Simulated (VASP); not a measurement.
# Ir (Fm-3m) in VASP: elastic constants with LDA

Aim: the elastic constants of Ir with LDA.

Everything below comes from runs of VASP 6.6.1. Logs are shortened: lines on timing, memory, paths and dates and some standing lists are left out, and cuts for length are marked.

## 1. The cell of the first run

It takes space group Fm-3m (No. 225, cubic). Conventional cell: a = 3.813 Å, b = 3.813 Å, c = 3.813 Å, α = 90.00°, β = 90.00°, γ = 90.00°. Ir (site symmetry m-3m) has 12 Ir at 2.70 Å within 3.6 Å.

## 2. Elastic constants, LDA

INCAR

```
SYSTEM = Ir
ALGO = Normal
EDIFF = 1E-8
ENCUT = 600
IBRION = 6
ISIF = 3
ISMEAR = -1
LASPH = .TRUE.
LCHARG = .TRUE.
LREAL = .FALSE.
LWAVE = .FALSE.
NBANDS = 10
NELM = 80
NFREE = 2
NSW = 1
POTIM = 0.015
PREC = Accurate
SIGMA = 0.15
```

KPOINTS

```
k-points
0
G
  26 26 26
  0 0 0
```

POSCAR

```
Ir
1.0
    0.0000000000      1.9064825654      1.9064825654
    1.9064825654      0.0000000000      1.9064825654
    1.9064825654      1.9064825654      0.0000000000
Ir
1
Direct
    0.0000000000      0.0000000000      0.0000000000
```

Potentials or basis: VASP PAW LDA potentials, release 64 (Ir).

Launch:

```console
$ cat potpaw_LDA.64/Ir/POTCAR > POTCAR
$ mpirun -np 1 vasp_std > vasp.out
```

OUTCAR:

```text
SYSTEM = Ir
   EDIFF = 1E-8
   ENCUT = 600
   IBRION = 6
   ISIF = 3
   ISMEAR = -1
   LASPH = .TRUE.
   LREAL = .FALSE.
   NELM = 80
   NFREE = 2
   NSW = 1
   POTIM = 0.015
   PREC = Accurate

 ion  position               nearest neighbor table
   1  0.000  0.000  0.000-

  LATTYP: Found a face centered cubic cell.
 ALAT       =     3.8129651308

  Lattice vectors:

 A1 = (   0.0000000000,   1.9064825654,   1.9064825654)
 A2 = (   1.9064825654,   0.0000000000,   1.9064825654)
 A3 = (   1.9064825654,   1.9064825654,   0.0000000000)

Analysis of symmetry for initial positions (statically):
=====================================================================
 Subroutine PRICEL returns:
 Original cell was already a primitive cell.

 Routine SETGRP: Setting up the symmetry group for a
 face centered cubic supercell.

 Subroutine GETGRP returns: Found 48 space group operations
 (whereof 48 operations were pure point group operations)
 out of a pool of 48 trial point group operations.

The static configuration has the point symmetry O_h .

Analysis of symmetry for dynamics (positions and initial velocities):
=====================================================================
 Subroutine PRICEL returns:
 Original cell was already a primitive cell.

 Routine SETGRP: Setting up the symmetry group for a
 face centered cubic supercell.

 Subroutine GETGRP returns: Found 48 space group operations
 (whereof 48 operations were pure point group operations)
 out of a pool of 48 trial point group operations.

The dynamic configuration has the point symmetry O_h .

 Subroutine INISYM returns: Found 48 space group operations
 (whereof 48 operations are pure point group operations),
 and found     1 'primitive' translations

----------------------------------------------------------------------------------------

                                     Primitive cell

  volume of cell :      13.8589

  direct lattice vectors                    reciprocal lattice vectors
     0.000000000  1.906482565  1.906482565    -0.262263085  0.262263085  0.262263085
     1.906482565  0.000000000  1.906482565     0.262263085 -0.262263085  0.262263085
     1.906482565  1.906482565  0.000000000     0.262263085  0.262263085 -0.262263085

  length of vectors
     2.696173500  2.696173500  2.696173500     0.454252989  0.454252989  0.454252989

  position of ions in fractional coordinates (direct lattice)
     0.000000000  0.000000000  0.000000000

  ion indices of the primitive-cell ions
   primitive index   ion index
                 1           1

----------------------------------------------------------------------------------------

 KPOINTS: k-points

Automatic generation of k-mesh.
 Grid dimensions read from file:
 generate k-points for:   26   26   26

 Generating k-lattice:

  Cartesian coordinates                     Fractional coordinates (reciprocal lattice)
    -0.010087042  0.010087042  0.010087042     0.038461538  0.000000000  0.000000000
     0.010087042 -0.010087042  0.010087042     0.000000000  0.038461538  0.000000000
[... 92 lines left out ...]
  volume of cell :       13.86
 maximum number of plane-waves:       483
 NGX is ok and might be reduce to    24
   NGX = 11   NGY = 11   NGZ = 11

--------------------------------------- Ionic step        1  -------------------------------------------

 number of electron       9.0000000 magnetization

 Free energy of the ion-electron system (eV)
  ---------------------------------------------------
  ext. energy  EPLUGINS =         0.00000000
  ---------------------------------------------------
  free energy    TOTEN  =       -10.35856736 eV

  energy without entropy =      -10.29180644  energy(sigma->0) =      -10.32518690

------------------------ aborting loop because EDIFF is reached ----------------------------------------

  FORCE on cell =-STRESS in cart. coord.  units (eV):
  Direction    XX          YY          ZZ          XY          YZ          ZX
  --------------------------------------------------------------------------------------
  -------------------------------------------------------------------------------------
  Total        0.2328515      0.2328515      0.2328515      0.0000000      0.0000000      0.0000000
  in kB       26.9191400     26.9191400     26.9191400      0.0000000      0.0000000      0.0000000
  external PRESSURE =      26.9191400 kB  Pullay stress =       0.0000000 kB
[... 86 lines left out ...]
  FREE ENERGIE OF THE ION-ELECTRON SYSTEM (eV)
  ---------------------------------------------------
  free  energy   TOTEN  =       -10.3482734662 eV

  energy  without entropy=      -10.2833132596  energy(sigma->0) =      -10.31579336

[... ionic steps 4 to 12 ...]

--------------------------------------- Ionic step       13  -------------------------------------------

 number of electron       9.0000000 magnetization

------------------------ aborting loop because EDIFF is reached ----------------------------------------
[... 65 lines left out ...]
--------------------------------------- Ionic step       15  -------------------------------------------

 number of electron       9.0000000 magnetization

 Free energy of the ion-electron system (eV)
  ---------------------------------------------------
  ext. energy  EPLUGINS =         0.00000000
  ---------------------------------------------------
  free energy    TOTEN  =       -10.35856736 eV

  energy without entropy =      -10.29180640  energy(sigma->0) =      -10.32518688

 E-fermi :  10.6505     XC(G=0): -14.2584

 val. band max:       10.6475849565   @ k =   0.5000   0.2308   0.1154
 cond. band min:      10.6574428146   @ k =   0.5000   0.3846   0.0385
 fundamental gap:      0.0098578581
 Fermi energy:        10.6505325153

 k-point     1 :       0.0000    0.0000    0.0000
  band No.  band energies     occupation
      1      -0.6516      2.00000
      2       6.6374      2.00000
      3       6.6374      2.00000
      4       6.6374      2.00000
      5       9.4531      1.99932
      6       9.4531      1.99932
      7      24.9777      0.00000
      8      30.6387      0.00000
      9      30.6387      0.00000
     10      30.6387      0.00000
[... 287 lines left out ...]
 k-point    24 :       0.3846    0.0385    0.0000
  band No.  band energies     occupation
      1       2.3882      2.00000
      2       6.6891      2.00000
      3       6.8181      2.00000
      4       7.7123      2.00000
      5      10.8060      0.52371
      6      11.0632      0.12004
      7      20.9153      0.00000
      8      25.6511      0.00000
      9      31.8214      0.00000
     10      32.6800      0.00000

 [... further k-points ...]
[... 5 lines left out ...]
  --------------------------------------------------------------------------------------
  -------------------------------------------------------------------------------------
  Total        0.2329175      0.2329175      0.2329175      0.0000000     -0.0000000      0.0000000
  in kB       26.9267674     26.9267674     26.9267674      0.0000000     -0.0000000      0.0000000
  external PRESSURE =      26.9267674 kB  Pullay stress =       0.0000000 kB
[... 16 lines left out ...]
  FREE ENERGIE OF THE ION-ELECTRON SYSTEM (eV)
  ---------------------------------------------------
  free  energy   TOTEN  =       -10.3585673618 eV

  energy  without entropy=      -10.2918064018  energy(sigma->0) =      -10.32518688

 INTERNAL STRAIN TENSORS FROM STRAINED CELLS
 ============================================

 INTERNAL STRAIN TENSOR FOR ION    1 for displacements in x,y,z  (eV/Angst):
          X           Y           Z          XY          YZ          ZX
  --------------------------------------------------------------------------------
  x    -0.00000    -0.00000     0.00000     0.00000     0.00000    -0.00000
  y     0.00000    -0.00000     0.00000     0.00000     0.00000     0.00000
  z     0.00000     0.00000    -0.00000    -0.00000     0.00000     0.00000

 INTERNAL STRAIN TENSORS FROM DISPLACED ATOMS
 ============================================

 INTERNAL STRAIN TENSOR FOR ION    1 for displacements in x,y,z  (eV/Angst):
          X           Y           Z          XY          YZ          ZX
  --------------------------------------------------------------------------------
  x     0.00000     0.00000     0.00000     0.00000     0.00000     0.00000
  y     0.00000     0.00000     0.00000     0.00000     0.00000     0.00000
  z     0.00000     0.00000     0.00000     0.00000     0.00000     0.00000

 Eigenvectors and eigenvalues of the dynamical matrix
 ----------------------------------------------------

   1 f/i=    0.000000 THz     0.000000 2PiTHz    0.000000 cm-1     0.000000 meV
             X         Y         Z           dx          dy          dz
      0.000000  0.000000  0.000000     1.000000    0.000000    0.000000

   2 f/i=    0.000000 THz     0.000000 2PiTHz    0.000000 cm-1     0.000000 meV
             X         Y         Z           dx          dy          dz
      0.000000  0.000000  0.000000     0.000000    1.000000    0.000000

   3 f/i=    0.000000 THz     0.000000 2PiTHz    0.000000 cm-1     0.000000 meV
             X         Y         Z           dx          dy          dz
      0.000000  0.000000  0.000000     0.000000    0.000000    1.000000

--------------------------------------------------------------------------------------------------------

 ELASTIC MODULI CONTR FROM IONIC RELAXATION (kBar)
 Direction    XX          YY          ZZ          XY          YZ          ZX
 --------------------------------------------------------------------------------
 XX           0.0000      0.0000      0.0000      0.0000      0.0000      0.0000
 YY           0.0000      0.0000      0.0000      0.0000      0.0000      0.0000
 ZZ           0.0000      0.0000      0.0000      0.0000      0.0000      0.0000
 XY           0.0000      0.0000      0.0000      0.0000      0.0000      0.0000
 YZ           0.0000      0.0000      0.0000      0.0000      0.0000      0.0000
 ZX           0.0000      0.0000      0.0000      0.0000      0.0000      0.0000
 --------------------------------------------------------------------------------

 TOTAL ELASTIC MODULI (kBar)
 Direction    XX          YY          ZZ          XY          YZ          ZX
 --------------------------------------------------------------------------------
 XX        6733.8293   2802.6855   2802.6855     -0.0000     -0.0000     -0.0000
 YY        2802.6855   6733.8293   2802.6855      0.0000      0.0000      0.0000
 ZZ        2802.6855   2802.6855   6733.8293     -0.0000      0.0000     -0.0000
 XY          -0.0000      0.0000     -0.0000   2911.4431     -0.0000      0.0000
 YZ          -0.0000      0.0000      0.0000     -0.0000   2911.4431      0.0000
 ZX          -0.0000      0.0000     -0.0000      0.0000      0.0000   2911.4431
 --------------------------------------------------------------------------------
```

Run time: 88 min. Hardware: 1 thread of Intel Xeon 8259CL, shared host; peak memory 1.4 GiB.

What came out:

```
Elastic constants C11, C12, C44 : 673, 280, 291 GPa
Voigt bulk modulus              : 411 GPa
```

Elastic tensor in Voigt notation (GPa, in the Cartesian axes of the cell as first typed):
```
673 280 280   0   0   0
280 673 280   0   0   0
280 280 673   0   0   0
  0   0   0 291   0   0
  0   0   0   0 291   0
  0   0   0   0   0 291
```

Clamped-ion elastic tensor (GPa):
```
673 280 280   0   0   0
280 673 280   0   0   0
280 280 673   0   0   0
  0   0   0 291   0   0
  0   0   0   0 291   0
  0   0   0   0   0 291
```

Caveat: the cell is under stress, which shifts elastic constants; spin-orbit coupling is left out, which moves the levels of the heavy elements.
